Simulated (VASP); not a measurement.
# AlN (P6_3mc) in VASP: notebook

AlN is run at these levels: PBEsol; tasks: single point.

Program: VASP 6.6.1. These are calculated values, not measurements. Logs are shortened: lines on timing, memory, paths and dates and some standing lists are left out, and cuts for length are marked.

## 1. The cell of the first run

Symmetry: P6_3mc, No. 186, hexagonal system. Conventional cell: a = 3.142 Å, b = 3.142 Å, c = 4.978 Å, α = 90.00°, β = 90.00°, γ = 120.00°. Within 2.5 Å of Al (site symmetry 3m) lie 4 N at 1.90 to 1.92 Å. N (site symmetry 3m) has 4 Al at 1.90 to 1.92 Å within 2.5 Å.

## 2. Single point, PBEsol (equal xx and yy strain of +1 %)

The input, INCAR:

```
ALGO = Normal
EDIFF = 1E-6
ENCUT = 520
GGA = PS
ISIF = 2
ISMEAR = -1
LASPH = T
LCHARG = F
LREAL = F
LWAVE = F
NBANDS = 16
NELM = 60
PREC = Accurate
SIGMA = 0.03
```

The input, KPOINTS:

```
k-points
0
Gamma
  10 10 6
```

The input, POSCAR:

```
AlN
1.0
    3.1421121731      0.0000000000      0.0000000000
   -1.5710560866      2.7211489634      0.0000000000
    0.0000000000      0.0000000000      4.9780000000
Al N
2 2
Direct
    0.3333333333      0.6666666667      0.0000000000
    0.6666666667      0.3333333333      0.5000000000
    0.3333333333      0.6666666667      0.3850000000
    0.6666666667      0.3333333333      0.8850000000
```

Potentials or basis: VASP PAW PBE potentials, release 64 (Al, N).

Started as:

```sh
$ cat potpaw_PBE.64/Al/POTCAR potpaw_PBE.64/N/POTCAR > POTCAR
$ mpirun -np 1 vasp_std > vasp.out
```

OUTCAR:

```text
EDIFF = 1E-6
   ENCUT = 520
   GGA = PS
   ISIF = 2
   ISMEAR = -1
   LASPH = T
   LREAL = F
   NELM = 60
   PREC = Accurate

 ion  position               nearest neighbor table
   1  0.333  0.667  0.000-   4 1.90   4 1.90   4 1.90   3 1.92   2 3.08   2 3.08   2 3.08   2 3.08
                             2 3.08   2 3.08
   2  0.667  0.333  0.500-   3 1.90   3 1.90   3 1.90   4 1.92   1 3.08   1 3.08   1 3.08   1 3.08
                             1 3.08   1 3.08
   3  0.333  0.667  0.385-   2 1.90   2 1.90   2 1.90   1 1.92
   4  0.667  0.333  0.885-   1 1.90   1 1.90   1 1.90   2 1.92

  LATTYP: Found a hexagonal cell.
 ALAT       =     3.1421121731
 C/A-ratio  =     1.5842846231

  Lattice vectors:

 A1 = (   3.1421121731,   0.0000000000,   0.0000000000)
 A2 = (  -1.5710560866,   2.7211489634,   0.0000000000)
 A3 = (   0.0000000000,   0.0000000000,   4.9780000000)

Analysis of symmetry for initial positions (statically):
=====================================================================
 Subroutine PRICEL returns:
 Original cell was already a primitive cell.

 Routine SETGRP: Setting up the symmetry group for a
 hexagonal supercell.

 Subroutine GETGRP returns: Found 12 space group operations
 (whereof  6 operations were pure point group operations)
 out of a pool of 24 trial point group operations.

The static configuration has the point symmetry C_3v.
 The point group associated with its full space group is C_6v.

Analysis of symmetry for dynamics (positions and initial velocities):
=====================================================================
 Subroutine PRICEL returns:
 Original cell was already a primitive cell.

 Routine SETGRP: Setting up the symmetry group for a
 hexagonal supercell.

 Subroutine GETGRP returns: Found 12 space group operations
 (whereof  6 operations were pure point group operations)
 out of a pool of 24 trial point group operations.

The dynamic configuration has the point symmetry C_3v.
 The point group associated with its full space group is C_6v.

 Subroutine INISYM returns: Found 12 space group operations
 (whereof  6 operations are pure point group operations),
 and found     1 'primitive' translations

----------------------------------------------------------------------------------------

                                     Primitive cell

  volume of cell :      42.5627

  direct lattice vectors                    reciprocal lattice vectors
     3.142112173  0.000000000  0.000000000     0.318257257  0.183745913  0.000000000
    -1.571056087  2.721148963  0.000000000     0.000000000  0.367491825  0.000000000
     0.000000000  0.000000000  4.978000000     0.000000000  0.000000000  0.200883889

  length of vectors
     3.142112173  3.142112173  4.978000000     0.367491825  0.367491825  0.200883889

  position of ions in fractional coordinates (direct lattice)
     0.333333333  0.666666667  0.000000000
     0.666666667  0.333333333  0.500000000
     0.333333333  0.666666667  0.385000000
     0.666666667  0.333333333  0.885000000

  ion indices of the primitive-cell ions
   primitive index   ion index
                 1           1
                 2           2
                 3           3
                 4           4

----------------------------------------------------------------------------------------

 KPOINTS: k-points

Automatic generation of k-mesh.
 Grid dimensions read from file:
 generate k-points for:   10   10    6

 Generating k-lattice:

  Cartesian coordinates                     Fractional coordinates (reciprocal lattice)
     0.031825726  0.018374591  0.000000000     0.100000000  0.000000000  0.000000000
     0.000000000  0.036749183  0.000000000     0.000000000  0.100000000  0.000000000
     0.000000000  0.000000000  0.033480648     0.000000000  0.000000000  0.166666667

  Length of vectors
     0.036749183  0.036749183  0.033480648

  Shift w.r.t. Gamma in fractional coordinates (k-lattice)
     0.000000000  0.000000000  0.000000000

 Subroutine IBZKPT returns following result:
 ===========================================

 Found     56 irreducible k-points:

 Following reciprocal coordinates:
            Coordinates               Weight
  0.000000  0.000000  0.000000      1.000000
  0.100000 -0.000000  0.000000      6.000000
  0.200000 -0.000000  0.000000      6.000000
  0.300000  0.000000  0.000000      6.000000
  0.400000 -0.000000  0.000000      6.000000
  0.500000  0.000000  0.000000      3.000000
[... 16 lines left out ...]
  0.300000  0.100000  0.166667     24.000000
  0.400000  0.100000  0.166667     24.000000
 [... further k-points ...]
   k-points           NKPTS =     56   k-points in BZ     NKDIM =     56   number of bands    NBANDS=     16
   number of dos      NEDOS =    301   number of ions     NIONS =      4
   total plane-waves  NPLWV =  23040
   dimension x,y,z NGX =    24 NGY =   24 NGZ =   40
   dimension x,y,z NGXF=    48 NGYF=   48 NGZF=   80
   ions per type =               2   2
   NGX,Y,Z   is equivalent  to a cutoff of  12.70, 12.70, 13.36 a.u.
   NGXF,Y,Z  is equivalent  to a cutoff of  25.40, 25.40, 26.72 a.u.
 SYSTEM =  unknown system
   PREC   = accura    normal or accurate (medium, high low for compatibility)
   ISTART =      0    job   : 0-new  1-cont  2-samecut
   ICHARG =      2    charge: 1-file 2-atom 10-const
   ISPIN  =      1    spin polarized calculation?
   LNONCOLLINEAR =      F non collinear calculations
   LSORBIT =      F    spin-orbit coupling
   LASPH  =      T    aspherical Exc in radial PAW
   ENCUT  =  520.0 eV  38.22 Ry    6.18 a.u.   5.84  5.84  9.26*2*pi/ulx,y,z
   NELM   =     60;   NELMIN=  2; NELMDL= -5     # of ELM steps
   EDIFF  = 0.1E-05   stopping-criterion for ELM
   LREAL  =      F    real-space projection
   EDIFFG = 0.1E-04   stopping-criterion for IOM
   NSW    =      0    number of steps for IOM
   IBRION =     -1    ionic relax: 0-MD 1-quasi-New 2-CG
   NFREE  =      0    steps in history (QN), initial steepest desc. (CG)
   ISIF   =      2    stress and relaxation
   ISYM   =      2    0-nonsym 1-usesym 2-fastsym
   POTIM  = 0.5000    time-step for ionic-motion
   TEBEG  =    0.0;   TEEND  =   0.0 temperature during run
   PSTRESS=    0.0 pullay stress
   NELECT =      16.0000    total number of electrons
   NUPDOWN=      -1.0000    fix difference up-down
   EMIN   =  10.00;   EMAX   =-10.00  energy-range for DOS
   EFERMI =   0.00;   METHOD = LEGACY
   ISMEAR =    -1;   SIGMA  =   0.03  broadening in eV -4-tet -1-fermi 0-gaus
   EFERMI_NEDOS =   21; number of points for ismear=-14 and -15
   IALGO  =     38    algorithm
   IMIX   =      4    mixing-type and parameters
     AMIX     =   0.40;   BMIX     =  1.00
     AMIX_MAG =   1.60;   BMIX_MAG =  1.00
  volume/ion in A,a.u.               =      10.64        71.81
  Fermi-wavevector in a.u.,A,eV,Ry     =   1.181513  2.232736 18.993367  1.395973
  Thomas-Fermi vector in A             =   2.317785
   LORBIT       =      0    0 simple, 1 ext, 2 COOP (PROOUT), +10 PAW based schemes
   GGA     = PS    functional components
   LHFCALC =     F    Hartree Fock is set to
   AEXX    =    0.0000 exact exchange contribution
   IVDW    =     0    specifies the selected vdW correction
   LEPSILON=     F    determine dielectric tensor
   LRPA    =     F    only Hartree local field effects (RPA)
 non-spin polarized calculation
  energy-cutoff  :      520.00
  volume of cell :       42.56
 maximum number of plane-waves:      1164
 NGX is ok and might be reduce to    24
   NGX = 11   NGY = 11   NGZ = 19

 number of electron      16.0000000 magnetization

 Free energy of the ion-electron system (eV)
  ---------------------------------------------------
  ext. energy  EPLUGINS =         0.00000000
  ---------------------------------------------------
  free energy    TOTEN  =       -31.30180752 eV

  energy without entropy =      -31.30180752  energy(sigma->0) =      -31.30180752

 E-fermi :   6.5583     XC(G=0): -11.0253

 val. band max:        5.9692011423   @ k =   0.0000   0.0000   0.0000
 cond. band min:       9.8616423109   @ k =   0.0000   0.0000   0.0000
 fundamental gap:      3.8924411687
 Fermi energy:         6.5582791460

 k-point     1 :       0.0000    0.0000    0.0000
  band No.  band energies     occupation
      1      -9.1708      2.00000
      2      -7.0022      2.00000
      3      -0.0404      2.00000
      4       4.9606      2.00000
      5       4.9606      2.00000
      6       5.6398      2.00000
[... 8 lines left out ...]
     15      18.6773      0.00000
     16      18.9112      0.00000

 k-point     2 :       0.1000   -0.0000    0.0000
  band No.  band energies     occupation
      1      -9.0461      2.00000
      2      -6.9337      2.00000
      3       0.1084      2.00000
      4       4.3860      2.00000
      5       4.7985      2.00000
      6       5.0719      2.00000
[... 8 lines left out ...]
     15      18.6945      0.00000
     16      18.7629      0.00000

 k-point     3 :       0.2000   -0.0000    0.0000
  band No.  band energies     occupation
      1      -8.6878      2.00000
      2      -6.7565      2.00000
      3       0.5433      2.00000
      4       3.0962      2.00000
      5       3.9783      2.00000
      6       4.4462      2.00000
[... 8 lines left out ...]
     15      17.8605      0.00000
     16      18.3011      0.00000

 k-point     4 :       0.3000    0.0000    0.0000
  band No.  band energies     occupation
      1      -8.1516      2.00000
      2      -6.5596      2.00000
      3       1.2229      2.00000
      4       1.7640      2.00000
      5       2.8874      2.00000
      6       4.0876      2.00000
[... 8 lines left out ...]
     15      17.7174      0.00000
     16      19.4688      0.00000
[... 324 lines left out ...]
 k-point    22 :       0.2000    0.1000    0.1667
  band No.  band energies     occupation
      1      -8.2617      2.00000
      2      -6.7700      2.00000
      3       1.0593      2.00000
      4       2.5698      2.00000
      5       3.0330      2.00000
      6       4.1884      2.00000
[... 8 lines left out ...]
     15      18.0211      0.00000
     16      19.2764      0.00000

 k-point    23 :       0.3000    0.1000    0.1667
  band No.  band energies     occupation
      1      -7.7042      2.00000
      2      -6.5786      2.00000
      3       0.9820      2.00000
      4       1.8382      2.00000
      5       2.6099      2.00000
      6       3.7173      2.00000
[... 8 lines left out ...]
     15      17.9912      0.00000
     16      19.9821      0.00000

 k-point    24 :       0.4000    0.1000    0.1667
  band No.  band energies     occupation
      1      -7.2184      2.00000
      2      -6.5494      2.00000
      3       0.4842      2.00000
      4       1.5055      2.00000
      5       2.8397      2.00000
      6       3.5649      2.00000
[... 8 lines left out ...]
     15      18.2019      0.00000
     16      20.4586      0.00000

 [... further k-points ...]
[... 5 lines left out ...]
  --------------------------------------------------------------------------------------
  -------------------------------------------------------------------------------------
  Total       -1.1335253     -1.1335253     -0.5584005      0.0000000      0.0000000      0.0000000
  in kB      -42.6690443    -42.6690443    -21.0197477      0.0000000      0.0000000      0.0000000
  external PRESSURE =     -35.4526121 kB  Pullay stress =       0.0000000 kB

 VOLUME and BASIS-vectors are now :
 -----------------------------------------------------------------------------
  energy-cutoff  :      520.00
  volume of cell :       42.56
      direct lattice vectors                 reciprocal lattice vectors
     3.142112173  0.000000000  0.000000000     0.318257257  0.183745913  0.000000000
    -1.571056087  2.721148963  0.000000000     0.000000000  0.367491825  0.000000000
     0.000000000  0.000000000  4.978000000     0.000000000  0.000000000  0.200883889

 POSITION                                       TOTAL-FORCE (eV/Angst)
 -----------------------------------------------------------------------------------
     -0.00000      1.81410      0.00000        -0.000000      0.000000      0.070595
      1.57106      0.90705      2.48900         0.000000      0.000000      0.070595
     -0.00000      1.81410      1.91653        -0.000000      0.000000     -0.070595
      1.57106      0.90705      4.40553        -0.000000     -0.000000     -0.070595
 -----------------------------------------------------------------------------------
    total drift:                               -0.000000      0.000000      0.000143

  FREE ENERGIE OF THE ION-ELECTRON SYSTEM (eV)
  ---------------------------------------------------
  free  energy   TOTEN  =       -31.3018075215 eV

  energy  without entropy=      -31.3018075215  energy(sigma->0) =      -31.30180752
```

Run time: 12 s. Hardware: 1 thread of AMD EPYC 9R45 (Zen 5), shared host; peak memory 0.14 GiB.

What came out:

```yaml
Free_energy: -31.3018 eV
Pressure: -3.5 GPa
Largest_force: 0.071 eV/Å
Band_gap_on_the_k_mesh: 3.89 eV, direct
```

Forces in eV/Å, atoms in the order of the input:
```
Al   0.000  0.000  0.071
Al   0.000  0.000  0.071
N    0.000  0.000 -0.071
N    0.000  0.000 -0.071
```

Caveat: the cell differs from its parent crystal (equal xx and yy strain of +1 %); the PAW data sets were made with another functional, which shifts forces and pressure a little.

## 3. Single point, PBEsol (equal xx and yy strain of +2 %)

The input, INCAR:

```
SYSTEM = AlN
PREC = Accurate
ENCUT = 520
EDIFF = 1E-6
ISMEAR = -1
SIGMA = 0.03
LREAL = .False.
LASPH = .True.
NELM = 60
ALGO = Normal
ISIF = 2
LWAVE = .False.
LCHARG = .False.
GGA = PS
NBANDS = 16
```

The input, KPOINTS:

```
Automatic mesh
0
Gamma
  10 10 6
  0 0 0
```

POSCAR: that of step 2 with these lines changed.

```diff
@@ -2,4 +2,4 @@
 1.0
-    3.1421121731      0.0000000000      0.0000000000
-   -1.5710560866      2.7211489634      0.0000000000
+    3.1732221946      0.0000000000      0.0000000000
+   -1.5866110973      2.7480910324      0.0000000000
     0.0000000000      0.0000000000      4.9780000000
```

Potentials or basis: VASP PAW PBE potentials, release 64 (Al, N).

Started as:

```sh
$ cat potpaw_PBE.64/Al/POTCAR potpaw_PBE.64/N/POTCAR > POTCAR
$ mpirun -np 1 vasp_std > vasp.out
```

Run time: 14 s. Hardware: 1 thread of AMD EPYC 9R45 (Zen 5), shared host; peak memory 0.14 GiB.

Results (log left out):

* Free energy: -31.2668 eV
* Pressure: -7.2 GPa
* Largest force: 0.022 eV/Å
* Band gap on the k mesh: 3.70 eV, direct

Forces on the atoms (eV/Å):
```
Al   0.000  0.000 -0.022
Al   0.000  0.000 -0.022
N    0.000  0.000  0.022
N    0.000  0.000  0.022
```

Stress tensor (GPa, compression positive):
```
-9.15  0.00  0.00
 0.00 -9.15  0.00
 0.00  0.00 -3.30
```

Levels at points of the mesh, in eV from the valence-band top:
```tsv
k point	band 4	band 5	band 6	band 7	band 8	band 9	band 10	band 11	band 12	band 13
(0.00, 0.00, 0.00)	-1.06	-1.06	-0.36	-0.36	0.00	3.70	5.95	10.22	10.46	10.46
(0.50, 0.00, 0.00)	-4.16	-3.39	-2.26	-1.83	-0.80	5.34	5.63	7.65	9.80	10.42
(0.00, 0.00, 0.50)	-3.31	-0.72	-0.72	-0.72	-0.72	5.89	5.89	9.88	9.88	10.78
(0.50, 0.00, 0.50)	-5.63	-1.61	-1.61	-1.38	-1.38	5.01	5.01	8.81	8.81	11.24
```

Caveat: the cell differs from its parent crystal (equal xx and yy strain of +2 %); the PAW data sets were made with another functional, which shifts forces and pressure a little.

(Continued in part 2 of 2.)
